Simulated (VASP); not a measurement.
Write the native input for VASP 6.6.1 that does the following.

| Quantity | Value |
| --- | --- |
| Task | relaxation of cell and atoms |
| Functional | PBEsol |
| Potentials or basis | VASP PAW PBE potentials, release 64 (V_sv, H) |
| Cutoff | 500 eV |
| k mesh | 9 × 9 × 9 |
| Occupations | methfessel-paxton, width 0.1 eV |
| Spin | collinear spin, ferromagnetic start |
| Starting moments | [1.5, 0.0] μB |
| Dipole correction | no |
| Further INCAR settings | ALGO = Normal; EDIFF = 1e-07; IBRION = 2; EDIFFG = -0.03; NSW = 80; ISIF = 3 |

The structure of VH lies in POSCAR:

```
VH
1.0
    0.0000000000      2.1000000000      2.1000000000
    2.1000000000      0.0000000000      2.1000000000
    2.1000000000      2.1000000000      0.0000000000
V H
1 1
Direct
    0.0000000000      0.0000000000      0.0000000000
    0.2500000000      0.2500000000      0.2500000000
```

One way to write it, as run:

INCAR

```
ALGO = Normal
EDIFF = 1E-7
EDIFFG = -0.03
ENCUT = 500
GGA = PS
GGA_COMPAT = False
IBRION = 2
ISIF = 3
ISMEAR = 1
ISPIN = 2
LASPH = True
LCHARG = False
LMAXMIX = 4
LORBIT = 11
LREAL = False
LWAVE = False
MAGMOM = 1.5 0
NELM = 200
NELMIN = 4
NSW = 80
PREC = Accurate
SIGMA = 0.1
```

KPOINTS

```
k-points
0
Gamma
  9 9 9
```

Potentials or basis: VASP PAW PBE potentials, release 64 (V_sv, H).

Launch:

```bash
$ cat potpaw_PBE.64/V_sv/POTCAR potpaw_PBE.64/H/POTCAR > POTCAR
$ mpirun -np 1 vasp_std > vasp.out
```

It gave:

* Relaxed volume: 8.15 Å³/atom
* Relaxed cell: a = 2.846 Å, b = 2.846 Å, c = 2.846 Å, α = 60.00°, β = 60.00°, γ = 60.00°
* Space group after relaxing (to 0.1 Å): F-43m (No. 216)
* Energy gained by relaxing: 70.9 meV/atom
* Ionic steps: 3
* Pressure after relaxing: 0.1 GPa
* Band gap on the k mesh: zero (filled and empty bands overlap)
* Net moment: 0.00 μB per cell
* Valence electrons inside the program's atomic spheres: V 11.60; H 0.65

Caveat: the PAW data sets were made with another functional, which shifts forces and pressure a little.

Wall time 40 s on 1 thread of Intel(R) Xeon(R) Platinum 8259CL CPU @ 2.50GHz (Skylake/Cascade Lake) (shared host), peak memory 0.16 GiB.
